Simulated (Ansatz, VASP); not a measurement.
## Two plane-wave programs on TaN

INCAR

```
SYSTEM = TaN
PREC = Accurate ; ENCUT = 600
EDIFF = 1E-7 ; ISMEAR = 1
SIGMA = 0.1 ; LREAL = .False.
LASPH = .True. ; NELM = 100
ALGO = Normal ; ISIF = 3
LWAVE = .False. ; LCHARG = .False.
GGA = PS ; IVDW = 12
IBRION = 2 ; NSW = 60
EDIFFG = -0.02
```

The input KPOINTS:

```
Automatic mesh
0
Gamma
  6 6 9
  0 0 0
```

Contents of POSCAR:

```
TaN
1.0
    5.1960000000      0.0000000000      0.0000000000
   -2.5980000000      4.4998680000      0.0000000000
    0.0000000000      0.0000000000      2.9110000000
Ta N
3 3
Direct
    0.3333333333      0.6666666667      0.5000000000
    0.6666666667      0.3333333333      0.5000000000
    0.0000000000      0.0000000000      0.0000000000
    0.3928500000      0.0000000000      0.0000000000
    0.6071500000      0.6071500000      0.0000000000
    0.0000000000      0.3928500000      0.0000000000
```

Input for Ansatz:

```yaml
crystal:
  lattice:
    - [5.196, 0.0, 0.0]
    - [-2.598, 4.499868, 0.0]
    - [0.0, 0.0, 2.911]
  atoms:
    - { symbol: Ta, position: [0.3333333333333333, 0.6666666666666666, 0.5] }
    - { symbol: Ta, position: [0.6666666666666666, 0.3333333333333333, 0.5] }
    - { symbol: Ta, position: [0.0, 0.0, 0.0] }
    - { symbol: "N", position: [0.39285, 0.0, 0.0] }
    - { symbol: "N", position: [0.60715, 0.60715, 0.0] }
    - { symbol: "N", position: [0.0, 0.39285, 0.0] }
basis:
  ecutwfc: 550.0
kpoints:
  mp_grid:
    grid: [6, 6, 9]
hamiltonian:
  xc: pbesol
  dispersion: d3bj
scf:
  convergence:
    dr2_threshold: 1.0e-09
  occupations:
    method: cold
    width: 0.1
relax:
  f_tol: 0.02
  max_steps: 40
  cell: {}
```

Alike in both runs: task relaxation of cell and atoms; functional PBEsol; dispersion D3(BJ); k mesh 6 × 6 × 9; no spin polarisation.

|  | VASP | Ansatz |
| --- | --- | --- |
| version | VASP 6.6.1 | Ansatz 0.2.0 |
| potentials or method | VASP PAW PBE potentials, release 64 (Ta_pv, N), cutoff 600 eV | plane waves, PAW |
| occupations | methfessel-paxton of order 1, width 0.1 eV | cold, width 0.1 eV |
| valence electrons in the cell | 48 | 54 |

```tsv
	VASP	Ansatz	Ansatz less VASP
relaxed volume (Å³/atom)	11.03	11.00	-0.034
relaxed cell length with the largest relative difference (Å)	5.151	5.144	-0.0067
```

VASP's potentials were made for PBE, not for PBEsol. VASP's potentials hold 48 valence electrons a cell and Ansatz's 54, so a difference there can come from the potentials and not from the codes. Ansatz's warnings: stress scf threshold loose.

Spin-orbit coupling is off throughout.
